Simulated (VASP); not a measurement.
HfO2:

```
Hf O
1.0
     5.11800    0.00000    0.00000
     0.00000    5.18570    0.00000
    -0.85866    0.00000    5.21387
Hf O
4 8
Direct
  0.27550 0.46030 0.70800
  0.72450 0.96030 0.79200
  0.72450 0.53970 0.29200
  0.27550 0.03970 0.20800
  0.07420 0.16840 0.84670
  0.92580 0.66840 0.65330
  0.92580 0.83160 0.15330
  0.07420 0.33160 0.34670
  0.44870 0.74190 0.98010
  0.55130 0.24190 0.51990
  0.55130 0.25810 0.01990
  0.44870 0.75810 0.48010
```

Base run:

```yaml
Program: VASP 6.6.1
Functional: revPBE
Potentials_or_basis: VASP PAW PBE potentials, release 64 (Hf_pv, O)
Cutoff: 520 eV
k_mesh: 4 × 4 × 4
Occupations: fermi-dirac, width 0.05 eV
Spin: no spin polarisation
```

Its results: band gap on the k mesh 4.17 eV, indirect (least direct gap 4.26 eV); pressure 6.1 GPa; largest force 0.471 eV/Å.

Task: After a change of settings the same cell gave: band gap on the k mesh 4.01 eV, indirect (least direct gap 4.10 eV); pressure -4.6 GPa; largest force 0.432 eV/Å. Which change was it?
A. functional from revPBE to PBE
B. functional from revPBE to PBEsol
C. functional from revPBE to RPBE

Result: B.

PBEsol binds more tightly than revPBE, so the same cell stands under less pressure.

Caveats: the PAW data sets were made with another functional, which shifts forces and pressure a little; spin-orbit coupling is left out, which moves the levels of the heavy elements.
